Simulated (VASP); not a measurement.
# MgO (lda) (Fm-3m) in VASP: a series of runs, part 2 of 2

VASP 6.6.1. Earlier steps stand in the parts before.

**3. Single point, LDA**

The input, INCAR:

```
SYSTEM = MgO
  PREC = Accurate
  ENCUT = 600
  EDIFF = 1E-6
  ISMEAR = 0
  SIGMA = 0.02
  LREAL = .False.
  LASPH = .True.
  NELM = 120
  ALGO = Normal
  ISIF = 2
  LWAVE = .False.
  LCHARG = .False.
  GGA = CA
  NBANDS = 11
  GGA_COMPAT = .False.
```

The input, KPOINTS:

```
regular mesh
0
Gamma
  10 10 10
  0 0 0
```

The input, POSCAR:

```
MgO
1.0
    0.0000000000      2.0375397131      2.0375397131
    2.0375397131      0.0000000000      2.0375397131
    2.0375397131      2.0375397131      0.0000000000
Mg O
1 1
Direct
    0.0000000000      0.0000000000      0.0000000000
    0.5000000000      0.5000000000      0.5000000000
```

Potentials or basis: VASP PAW LDA potentials, release 64 (Mg, O).

On the command line:

```console
cat potpaw_LDA.64/Mg/POTCAR potpaw_LDA.64/O/POTCAR > POTCAR
mpirun -np 1 vasp_std > vasp.out
```

OUTCAR:

```text
SYSTEM = MgO
   PREC = Accurate
   ENCUT = 600
   EDIFF = 1E-6
   ISMEAR = 0
   LREAL = .False.
   LASPH = .True.
   NELM = 120
   ISIF = 2
   GGA = CA

 ion  position               nearest neighbor table
   1  0.000  0.000  0.000-   2 2.04   2 2.04   2 2.04   2 2.04   2 2.04   2 2.04
   2  0.500  0.500  0.500-   1 2.04   1 2.04   1 2.04   1 2.04   1 2.04   1 2.04

  LATTYP: Found a face centered cubic cell.
 ALAT       =     4.0750794262

  Lattice vectors:

 A1 = (   0.0000000000,   2.0375397131,   2.0375397131)
 A2 = (   2.0375397131,   0.0000000000,   2.0375397131)
 A3 = (   2.0375397131,   2.0375397131,   0.0000000000)
[... 513 lines left out ...]
      8      22.8577      0.00000
      9      23.0877      0.00000
     10      29.4747      0.00000
     11      32.4144      0.00000

 [... further k-points ...]
[... 5 lines left out ...]
  --------------------------------------------------------------------------------------
  -------------------------------------------------------------------------------------
  Total        1.0545774      1.0545774      1.0545774      0.0000000     -0.0000000      0.0000000
  in kB       99.8713250     99.8713250     99.8713250      0.0000000     -0.0000000      0.0000000
  external PRESSURE =      99.8713250 kB  Pullay stress =       0.0000000 kB

 VOLUME and BASIS-vectors are now :
 -----------------------------------------------------------------------------
  energy-cutoff  :      600.00
  volume of cell :       16.92
      direct lattice vectors                 reciprocal lattice vectors
     0.000000000  2.037539713  2.037539713    -0.245393990  0.245393990  0.245393990
     2.037539713  0.000000000  2.037539713     0.245393990 -0.245393990  0.245393990
     2.037539713  2.037539713  0.000000000     0.245393990  0.245393990 -0.245393990

 POSITION                                       TOTAL-FORCE (eV/Angst)
 -----------------------------------------------------------------------------------
      0.00000      0.00000      0.00000         0.000000      0.000000     -0.000000
      2.03754      2.03754      2.03754        -0.000000     -0.000000      0.000000
 -----------------------------------------------------------------------------------
    total drift:                               -0.000000     -0.000000      0.000000

  FREE ENERGIE OF THE ION-ELECTRON SYSTEM (eV)
  ---------------------------------------------------
  free  energy   TOTEN  =       -13.4204130834 eV

  energy  without entropy=      -13.4204130834  energy(sigma->0) =      -13.42041308
```

OSZICAR:

```text
N       E                     dE             d eps       ncg     rms          rms(c)
DAV:   1     0.138797193826E+02    0.13880E+02   -0.51122E+03  1154   0.738E+02
DAV:   2    -0.145315672600E+02   -0.28411E+02   -0.27980E+02  1179   0.146E+02
DAV:   3    -0.150332685460E+02   -0.50170E+00   -0.50135E+00  1240   0.171E+01
DAV:   4    -0.150342339695E+02   -0.96542E-03   -0.96541E-03  1127   0.838E-01
DAV:   5    -0.150342366955E+02   -0.27260E-05   -0.27260E-05  1211   0.419E-02    0.719E+00
DAV:   6    -0.134786517207E+02    0.15556E+01   -0.82139E+00  1070   0.162E+01    0.210E+00
DAV:   7    -0.134439786854E+02    0.34673E-01   -0.67437E-02  1133   0.212E+00    0.129E+00
DAV:   8    -0.134208991886E+02    0.23079E-01   -0.24591E-02  1082   0.167E+00    0.220E-01
DAV:   9    -0.134205391380E+02    0.36005E-03   -0.50866E-04  1199   0.161E-01    0.126E-01
DAV:  10    -0.134204134979E+02    0.12564E-03   -0.40183E-04  1085   0.157E-01    0.517E-03
DAV:  11    -0.134204130834E+02    0.41451E-06   -0.46840E-06  1184   0.133E-02
   1 F= -.13420413E+02 E0= -.13420413E+02  d E =-.464341E-35
```

stdout:

```text
POSCAR found type information on POSCAR MgO
 POSCAR found :  2 types and       2 ions
 scaLAPACK will be used
 LDA part: xc-table for (Slater(with rela. corr.)+CA(PZ))
 , standard interpolation
 POSCAR, INCAR and KPOINTS ok, starting setup
 FFT: planning ... GRIDC
 FFT: planning ... GRID_SOFT
 FFT: planning ... GRID
 WAVECAR not read
 entering main loop
```

Wall time 5.8 s (1 thread of Intel Xeon Platinum 8259CL at 2.50GHz (Skylake/Cascade Lake), shared host); peak memory 0.13 GiB.

Results:

```yaml
Free_energy: -13.4204 eV
Pressure: 10.0 GPa
Band_gap_on_the_k_mesh: 5.69 eV, direct
```

As with any semilocal functional, this LDA gap is likely too small.

**4. Relaxation of cell and atoms, LDA, target pressure 12 GPa, at which the enthalpy is minimised**

The input, INCAR:

```
ALGO = Normal
EDIFF = 1E-7
EDIFFG = -0.002
ENCUT = 600
GGA = CA
GGA_COMPAT = F
IBRION = 2
ISIF = 3
ISMEAR = 0
LASPH = T
LCHARG = F
LREAL = F
LWAVE = F
NELM = 120
NELMIN = 4
NSW = 100
PREC = Accurate
PSTRESS = 120.0
SIGMA = 0.02
```

The input, KPOINTS:

```
k-points
0
Gamma
  10 10 10
```

POSCAR is that of step 3.

On the command line:

```console
cat potpaw_LDA.64/Mg/POTCAR potpaw_LDA.64/O/POTCAR > POTCAR
mpirun -np 1 vasp_std > vasp.out
```

Wall time 9.4 s (1 thread of Intel Xeon Platinum 8259CL at 2.50GHz (Skylake/Cascade Lake), shared host); peak memory 0.14 GiB.

It converged, with:

| Property | Result |
| --- | --- |
| Free energy | -13.4100 eV |
| Relaxed volume | 8.38 Å³/atom |
| Relaxed cell | a = 2.873 Å, b = 2.873 Å, c = 2.873 Å, α = 60.00°, β = 60.00°, γ = 60.00° |
| Space group after relaxing (to 0.05 Å) | Fm-3m (No. 225) |
| Energy change on relaxing (the enthalpy is what falls) | +5.2 meV/atom |
| Ionic steps | 3 |
| Pressure after relaxing | 12.0 GPa |
| Band gap on the k mesh | 5.79 eV, direct |

Step by step:
| step | energy change (eV) | largest force (eV/Å) | pressure (GPa) | volume (Å³) |
| --- | --- | --- | --- | --- |
| 1 | 0.0000 | 0.0000 | 10.00 | 16.92 |
| 2 | 0.0188 | 0.0000 | 13.45 | 16.66 |
| 3 | 0.0104 | 0.0000 | 12.00 | 16.77 |

Final structure:
```
Mg O
1.0
     0.00000    2.03146    2.03146
     2.03146    0.00000    2.03146
     2.03146    2.03146    0.00000
Mg O
1 1
Direct
  0.00000 0.00000 0.00000
  0.50000 0.50000 0.50000
```

Levels at points of the mesh, in eV from the valence-band top:
```
           k point  band 1  band 2  band 3  band 4  band 5  band 6  band 7  band 8
(0.00, 0.00, 0.00)  -17.61    0.00    0.00    0.00    5.79   16.11   16.11   16.11
(0.50, 0.00, 0.00)  -15.95   -5.20   -0.80   -0.80    8.43   13.64   17.13   17.13
(0.50, 0.50, 0.00)  -15.64   -4.62   -1.53   -1.53    8.97   10.92   14.07   20.32
```

Caveat: the cell is relaxed towards a set pressure, so the enthalpy falls and the energy may rise.

**5. Relaxation of cell and atoms, LDA, target pressure 12 GPa, at which the enthalpy is minimised**

This run uses another cell than the first one, of 9.37 Å³/atom, 1.108 times its volume.

The input, INCAR:

```
PREC = Accurate ; ENCUT = 600
EDIFF = 1E-7 ; ISMEAR = 0
SIGMA = 0.02 ; LREAL = F
LASPH = T ; NELM = 120
ALGO = Normal ; ISIF = 3
LWAVE = F ; LCHARG = F
IBRION = 2 ; NSW = 100
EDIFFG = -0.002 ; PSTRESS = 120.0
GGA_COMPAT = F ; NELMIN = 4
```

The input, KPOINTS:

```
regular mesh
0
Gamma
  10 10 10
```

The input, POSCAR:

```
MgO
1.0
    0.0000000000      2.1085000000      2.1085000000
    2.1085000000      0.0000000000      2.1085000000
    2.1085000000      2.1085000000      0.0000000000
Mg O
1 1
Direct
    0.0000000000      0.0000000000      0.0000000000
    0.5000000000      0.5000000000      0.5000000000
```

On the command line:

```console
cat potpaw_LDA.64/Mg/POTCAR potpaw_LDA.64/O/POTCAR > POTCAR
mpirun -np 1 vasp_std > vasp.out
```

Run time: 17 s. Hardware: 1 thread of Intel Xeon Platinum 8259CL at 2.50GHz (Skylake/Cascade Lake), shared host; peak memory 0.14 GiB.

The run converged. Its results:

| Item | Value |
| --- | --- |
| Free energy | -13.4152 eV |
| Relaxed volume | 8.38 Å³/atom |
| Relaxed cell | a = 2.873 Å, b = 2.873 Å, c = 2.873 Å, α = 60.00°, β = 60.00°, γ = 60.00° |
| Space group after relaxing (to 0.05 Å) | Fm-3m (No. 225) |
| Energy change on relaxing (the enthalpy is what falls) | +4.8 meV/atom |
| Ionic steps | 6 |
| Pressure after relaxing | 12.0 GPa |
| Band gap on the k mesh | 5.79 eV, direct |

The path:
```csv
step,energy change (eV),largest force (eV/Å),pressure (GPa),volume (Å³)
1,0.0000,0.0000,-8.48,18.75
2,0.1459,0.0000,29.35,15.68
3,0.0090,0.0000,11.88,16.77
4,0.0119,0.0000,12.40,16.73
5,0.0083,0.0000,11.75,16.78
6,0.0096,0.0000,12.00,16.76
```

Final structure:
```
Mg O
1.0
     0.00000    2.03124    2.03124
     2.03124    0.00000    2.03124
     2.03124    2.03124    0.00000
Mg O
1 1
Direct
  0.00000 0.00000 0.00000
  0.50000 0.50000 0.50000
```

Levels at points of the mesh, in eV from the valence-band top:
| k point | band 1 | band 2 | band 3 | band 4 | band 5 | band 6 | band 7 | band 8 |
| --- | --- | --- | --- | --- | --- | --- | --- | --- |
| (0.00, 0.00, 0.00) | -17.61 | 0.00 | 0.00 | 0.00 | 5.79 | 16.11 | 16.11 | 16.11 |
| (0.50, 0.00, 0.00) | -15.95 | -5.20 | -0.80 | -0.80 | 8.44 | 13.65 | 17.14 | 17.14 |
| (0.50, 0.50, 0.00) | -15.64 | -4.62 | -1.53 | -1.53 | 8.97 | 10.93 | 14.07 | 20.33 |

Caveat: the cell is relaxed towards a set pressure, so the enthalpy falls and the energy may rise. LDA usually gives volumes a few per cent too small.

**6. The runs side by side**

| task | cell | gap on the mesh (eV) | pressure (GPa) |
| --- | --- | --- | --- |
| single point | a = 2.882 Å, angles 60.0°, 2 atoms | 5.69 | 10.0 |
| relaxation of cell and atoms | relaxed to 12 GPa from a = 2.882 Å, angles 60.0°, 2 atoms | 5.79 | 12.0 |
| relaxation of cell and atoms | relaxed to 12 GPa from a = 2.982 Å, angles 60.0°, 2 atoms | 5.79 | 12.0 |

Alike in all rows: level LDA; potentials or basis VASP PAW LDA potentials, release 64 (Mg, O); no spin polarisation; k mesh 10 × 10 × 10; cutoff (eV) 600; smearing gaussian 0.02 eV.

Caveats: the cell is relaxed towards a set pressure, so the enthalpy falls and the energy may rise (some runs).

Total energies depend on the potentials used, so only differences within one code and one set of settings carry meaning.
